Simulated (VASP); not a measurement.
# Sn2Sb3Te (I4/mmm) in VASP: relaxation of cell and atoms with PBE

Aim: the relaxation of cell and atoms of Sn2Sb3Te with PBE.

Everything below comes from runs of VASP 6.6.1. Logs are shortened: lines on timing, memory, paths and dates and some standing lists are left out, and cuts for length are marked.

### 1 The cell of the first run

Symmetry: I4/mmm, No. 139, tetragonal system. Conventional cell: a = 4.330 Å, b = 4.330 Å, c = 18.370 Å, α = 90.00°, β = 90.00°, γ = 90.00°. Sn (site symmetry 4mm) has 5 Sb at 3.06 Å and 1 Te at 3.06 Å within 4.0 Å. Within 4.0 Å of Sb (site symmetry 4mm) lie 5 Sn at 3.06 Å and 1 Sb at 3.06 Å. Sb (site symmetry 4/mmm) has 2 Sb at 3.06 Å and 4 Te at 3.06 Å within 4.0 Å. Within 4.0 Å of Te (site symmetry 4/mmm) lie 2 Sn at 3.06 Å and 4 Sb at 3.06 Å.

### 2 Relaxation of cell and atoms, PBE

INCAR reads:

```
SYSTEM = Sn2Sb3Te
PREC = Accurate
ENCUT = 600
EDIFF = 1E-6
ISMEAR = 0
SIGMA = 0.2
LREAL = .False.
LASPH = .True.
NELM = 100
ALGO = Normal
ISIF = 3
LWAVE = .False.
LCHARG = .False.
GGA = PE
IBRION = 2
NSW = 36
EDIFFG = -0.08
```

KPOINTS reads:

```
regular mesh
0
Gamma
  5 5 5
  0 0 0
```

POSCAR reads:

```
Sn2Sb3Te
1.0
   -2.1650000000      2.1650000000      9.1850000000
    2.1650000000     -2.1650000000      9.1850000000
    2.1650000000      2.1650000000     -9.1850000000
Sn Sb Te
2 3 1
Direct
    0.3333300000      0.3333300000      0.0000000000
    0.6666700000      0.6666700000      0.0000000000
    0.1666700000      0.1666700000      0.0000000000
    0.8333300000      0.8333300000      0.0000000000
    0.0000000000      0.0000000000      0.0000000000
    0.5000000000      0.5000000000      0.0000000000
```

Potentials or basis: VASP PAW PBE potentials, release 64 (Sn_d, Sb, Te).

Launch:

```bash
> cat potpaw_PBE.64/Sn_d/POTCAR potpaw_PBE.64/Sb/POTCAR potpaw_PBE.64/Te/POTCAR > POTCAR
> mpirun -np 1 vasp_std > vasp.out
```

OUTCAR:

```text
SYSTEM = Sn2Sb3Te
   PREC = Accurate
   ENCUT = 600
   EDIFF = 1E-6
   ISMEAR = 0
   LREAL = .False.
   LASPH = .True.
   NELM = 100
   ISIF = 3
   GGA = PE
   IBRION = 2
   NSW = 36
   EDIFFG = -0.08

 ion  position               nearest neighbor table
   1  0.333  0.333  0.000-   3 3.06   6 3.06   4 3.06   4 3.06   4 3.06   4 3.06
   2  0.667  0.667  0.000-   4 3.06   6 3.06   3 3.06   3 3.06   3 3.06   3 3.06
   3  0.167  0.167  0.000-   1 3.06   5 3.06   2 3.06   2 3.06   2 3.06   2 3.06
   4  0.833  0.833  0.000-   2 3.06   5 3.06   1 3.06   1 3.06   1 3.06   1 3.06
   5  0.000  0.000  0.000-   3 3.06   4 3.06   6 3.06   6 3.06   6 3.06   6 3.06
   6  0.500  0.500  0.000-   1 3.06   2 3.06   5 3.06   5 3.06   5 3.06   5 3.06

  LATTYP: Found a body centered tetragonal cell.
 ALAT       =     4.3300000000
 C/A-ratio  =     4.2424942263

  Lattice vectors:

 A1 = (  -2.1650000000,   2.1650000000,   9.1850000000)
 A2 = (   2.1650000000,  -2.1650000000,   9.1850000000)
 A3 = (   2.1650000000,   2.1650000000,  -9.1850000000)

Analysis of symmetry for initial positions (statically):
=====================================================================
 Subroutine PRICEL returns:
 Original cell was already a primitive cell.

 Routine SETGRP: Setting up the symmetry group for a
 body centered tetragonal supercell.

 Subroutine GETGRP returns: Found 16 space group operations
 (whereof 16 operations were pure point group operations)
 out of a pool of 16 trial point group operations.

The static configuration has the point symmetry D_4h.

Analysis of symmetry for dynamics (positions and initial velocities):
=====================================================================
 Subroutine PRICEL returns:
 Original cell was already a primitive cell.

 Routine SETGRP: Setting up the symmetry group for a
 body centered tetragonal supercell.

 Subroutine GETGRP returns: Found 16 space group operations
 (whereof 16 operations were pure point group operations)
 out of a pool of 16 trial point group operations.

The dynamic configuration has the point symmetry D_4h.

 Subroutine INISYM returns: Found 16 space group operations
 (whereof 16 operations are pure point group operations),
 and found     1 'primitive' translations

----------------------------------------------------------------------------------------

                                     Primitive cell

  volume of cell :     172.2086

  direct lattice vectors                    reciprocal lattice vectors
    -2.165000000  2.165000000  9.185000000     0.000000000  0.230946882  0.054436581
     2.165000000 -2.165000000  9.185000000     0.230946882  0.000000000  0.054436581
     2.165000000  2.165000000 -9.185000000     0.230946882  0.230946882  0.000000000

  length of vectors
     9.681873527  9.681873527  9.681873527     0.237275797  0.237275797  0.326608213

  position of ions in fractional coordinates (direct lattice)
     0.333330000  0.333330000  0.000000000
     0.666670000  0.666670000  0.000000000
     0.166670000  0.166670000  0.000000000
     0.833330000  0.833330000  0.000000000
     0.000000000  0.000000000  0.000000000
     0.500000000  0.500000000  0.000000000

  ion indices of the primitive-cell ions
   primitive index   ion index
                 1           1
                 2           2
                 3           3
                 4           4
                 5           5
                 6           6

----------------------------------------------------------------------------------------

 KPOINTS: regular mesh

Automatic generation of k-mesh.
 Grid dimensions read from file:
 generate k-points for:    5    5    5

 Generating k-lattice:

  Cartesian coordinates                     Fractional coordinates (reciprocal lattice)
     0.000000000  0.046189376  0.010887316     0.200000000  0.000000000  0.000000000
     0.046189376  0.000000000  0.010887316     0.000000000  0.200000000  0.000000000
     0.046189376  0.046189376  0.000000000     0.000000000  0.000000000  0.200000000

  Length of vectors
     0.047455159  0.047455159  0.065321643

  Shift w.r.t. Gamma in fractional coordinates (k-lattice)
     0.000000000  0.000000000  0.000000000

 Subroutine IBZKPT returns following result:
 ===========================================

 Found     18 irreducible k-points:

 Following reciprocal coordinates:
            Coordinates               Weight
  0.000000  0.000000  0.000000      1.000000
  0.200000 -0.000000  0.000000      8.000000
  0.400000  0.000000  0.000000      8.000000
  0.200000  0.200000  0.000000      8.000000
  0.400000  0.200000  0.000000     16.000000
 -0.400000  0.200000  0.000000     16.000000
[... 10 lines left out ...]
 -0.400000  0.400000  0.400000      4.000000
 -0.400000 -0.400000  0.400000      2.000000
   k-points           NKPTS =     18   k-points in BZ     NKDIM =     18   number of bands    NBANDS=     29
   number of dos      NEDOS =    301   number of ions     NIONS =      6
   total plane-waves  NPLWV = 512000
   dimension x,y,z NGX =    80 NGY =   80 NGZ =   80
   dimension x,y,z NGXF=   160 NGYF=  160 NGZF=  160
   ions per type =               2   3   1
   NGX,Y,Z   is equivalent  to a cutoff of  13.74, 13.74, 13.74 a.u.
   NGXF,Y,Z  is equivalent  to a cutoff of  27.47, 27.47, 27.47 a.u.
 SYSTEM =  Sn2Sb3Te
   PREC   = accura    normal or accurate (medium, high low for compatibility)
   ISTART =      0    job   : 0-new  1-cont  2-samecut
   ICHARG =      2    charge: 1-file 2-atom 10-const
   ISPIN  =      1    spin polarized calculation?
   LNONCOLLINEAR =      F non collinear calculations
   LSORBIT =      F    spin-orbit coupling
   LASPH  =      T    aspherical Exc in radial PAW
   ENCUT  =  600.0 eV  44.10 Ry    6.64 a.u.  19.34 19.34 19.34*2*pi/ulx,y,z
   NELM   =    100;   NELMIN=  2; NELMDL= -5     # of ELM steps
   EDIFF  = 0.1E-05   stopping-criterion for ELM
   LREAL  =      F    real-space projection
   EDIFFG = -.8E-01   stopping-criterion for IOM
   NSW    =     36    number of steps for IOM
   IBRION =      2    ionic relax: 0-MD 1-quasi-New 2-CG
   NFREE  =      1    steps in history (QN), initial steepest desc. (CG)
   ISIF   =      3    stress and relaxation
   ISYM   =      2    0-nonsym 1-usesym 2-fastsym
   POTIM  = 0.5000    time-step for ionic-motion
   TEBEG  =    0.0;   TEEND  =   0.0 temperature during run
   PSTRESS=    0.0 pullay stress
   NELECT =      49.0000    total number of electrons
   NUPDOWN=      -1.0000    fix difference up-down
   EMIN   =  10.00;   EMAX   =-10.00  energy-range for DOS
   EFERMI =   0.00;   METHOD = LEGACY
   ISMEAR =     0;   SIGMA  =   0.20  broadening in eV -4-tet -1-fermi 0-gaus
   EFERMI_NEDOS =   21; number of points for ismear=-14 and -15
   IALGO  =     38    algorithm
   IMIX   =      4    mixing-type and parameters
     AMIX     =   0.40;   BMIX     =  1.00
     AMIX_MAG =   1.60;   BMIX_MAG =  1.00
  volume/ion in A,a.u.               =      28.70       193.69
  Fermi-wavevector in a.u.,A,eV,Ry     =   1.076767  2.034795 15.774974  1.159428
  Thomas-Fermi vector in A             =   2.212661
   LORBIT       =      0    0 simple, 1 ext, 2 COOP (PROOUT), +10 PAW based schemes
   GGA     = PE    functional components
   LHFCALC =     F    Hartree Fock is set to
   AEXX    =    0.0000 exact exchange contribution
   IVDW    =     0    specifies the selected vdW correction
   LEPSILON=     F    determine dielectric tensor
   LRPA    =     F    only Hartree local field effects (RPA)
 conjugate gradient relaxation of ions
 non-spin polarized calculation
 Gauss-broadening in eV      SIGMA  =   0.20
  energy-cutoff  :      600.00
  volume of cell :      172.21
 maximum number of plane-waves:      5781
 NGX is ok and might be reduce to    80
   NGX = 39   NGY = 39   NGZ = 39

--------------------------------------- Ionic step        1  -------------------------------------------

 number of electron      49.0000001 magnetization

 Free energy of the ion-electron system (eV)
  ---------------------------------------------------
  ext. energy  EPLUGINS =         0.00000000
  ---------------------------------------------------
  free energy    TOTEN  =       -23.28853989 eV

  energy without entropy =      -23.22086141  energy(sigma->0) =      -23.25470065

------------------------ aborting loop because EDIFF is reached ----------------------------------------

  FORCE on cell =-STRESS in cart. coord.  units (eV):
  Direction    XX          YY          ZZ          XY          YZ          ZX
  --------------------------------------------------------------------------------------
  -------------------------------------------------------------------------------------
  Total        3.4086814      3.4086814      3.8284875      0.0000000      0.0000000     -0.0000000
  in kB       31.7133438     31.7133438     35.6190935      0.0000000      0.0000000     -0.0000000
  external PRESSURE =      33.0152604 kB  Pullay stress =       0.0000000 kB
[... 265 lines left out ...]
  energy  without entropy=      -23.3437384293  energy(sigma->0) =      -23.37963139

--------------------------------------- Ionic step        8  -------------------------------------------

 number of electron      49.0000000 magnetization

 Free energy of the ion-electron system (eV)
  ---------------------------------------------------
  ext. energy  EPLUGINS =         0.00000000
  ---------------------------------------------------
  free energy    TOTEN  =       -23.41833351 eV

  energy without entropy =      -23.34540677  energy(sigma->0) =      -23.38187014

 E-fermi :   6.7067     XC(G=0):  -9.5802

 val. band max:        6.6874936386   @ k =   0.2000  -0.0000   0.0000
 cond. band min:       6.7503595319   @ k =  -0.2000   0.4000   0.2000
 fundamental gap:      0.0628658933
 Fermi energy:         6.7066733029

 k-point     1 :       0.0000    0.0000    0.0000
  band No.  band energies     occupation
      1     -14.7099      2.00000
      2     -14.7008      2.00000
      3     -14.6782      2.00000
      4     -14.6782      2.00000
      5     -14.6711      2.00000
      6     -14.6711      2.00000
[... 598 lines left out ...]
  FREE ENERGIE OF THE ION-ELECTRON SYSTEM (eV)
  ---------------------------------------------------
  free  energy   TOTEN  =       -23.4183335110 eV

  energy  without entropy=      -23.3454067681  energy(sigma->0) =      -23.38187014

 reached required accuracy - stopping structural energy minimisation
```

Run time: 54 min. Hardware: 1 thread of Intel Xeon 8259CL, shared host; peak memory 1.1 GiB.

Results:

- Free energy: -23.4183 eV
- Relaxed volume: 30.59 Å³/atom
- Relaxed cell: a = 9.929 Å, b = 9.929 Å, c = 9.929 Å, α = 154.32°, β = 154.32°, γ = 36.63°
- Space group after relaxing (to 0.1 Å): I4/mmm (No. 139)
- Energy gained by relaxing: 21.6 meV/atom
- Ionic steps: 8
- Pressure after relaxing: -0.1 GPa
- Largest force after relaxing: 0.063 eV/Å
- Band gap on the k mesh: zero (an odd number of electrons rules out a gap without spin polarisation)

Forces in eV/Å, atoms in the order of the input:
```
Sn   0.000  0.000 -0.051
Sn   0.000  0.000  0.051
Sb   0.000  0.000  0.063
Sb   0.000  0.000 -0.063
Sb   0.000  0.000  0.000
Te   0.000  0.000  0.000
```

Step by step:
| step | energy change (eV) | largest force (eV/Å) | pressure (GPa) | volume (Å³) |
| --- | --- | --- | --- | --- |
| 1 | 0.0000 | 0.2208 | 3.30 | 172.21 |
| 2 | -0.0927 | 0.2228 | -1.16 | 187.37 |
| 3 | -0.1079 | 0.2205 | -0.07 | 182.97 |
| 4 | -0.1139 | 0.1796 | -0.05 | 182.93 |
| 5 | -0.1250 | 0.1115 | 0.02 | 182.82 |
| 6 | -0.1182 | 0.1612 | 0.21 | 182.59 |
| 7 | -0.1270 | 0.1037 | 0.09 | 182.75 |
| 8 | -0.1298 | 0.0634 | -0.13 | 183.51 |

Final structure:
```
Sn Sb Te
1.0
    -2.20621    2.20621    9.42560
     2.20621   -2.20621    9.42560
     2.20621    2.20621   -9.42560
Sn Sb Te
2 3 1
Direct
  0.33009 0.33009 0.00000
  0.66991 0.66991 0.00000
  0.16237 0.16237 0.00000
  0.83763 0.83763 0.00000
  0.00000 0.00000 0.00000
  0.50000 0.50000 0.00000
```

Levels at points of the mesh, in eV from the Fermi level:
```
           k point  band 22  band 23  band 24  band 25  band 26  band 27  band 28  band 29
(0.00, 0.00, 0.00)    -2.24    -1.34    -1.04    -1.04     2.65     3.05     3.05     3.13
```

Caveat: spin-orbit coupling is left out, which moves the levels of the heavy elements; an odd number of electrons without spin polarisation forces a metal; a magnetic or distorted state may lie lower; the relaxation stopped at a loose force limit of 0.08 eV/Å, so its end isn't a converged minimum.

The gap in the log of VASP goes by the Fermi energy; the results here count the filled bands.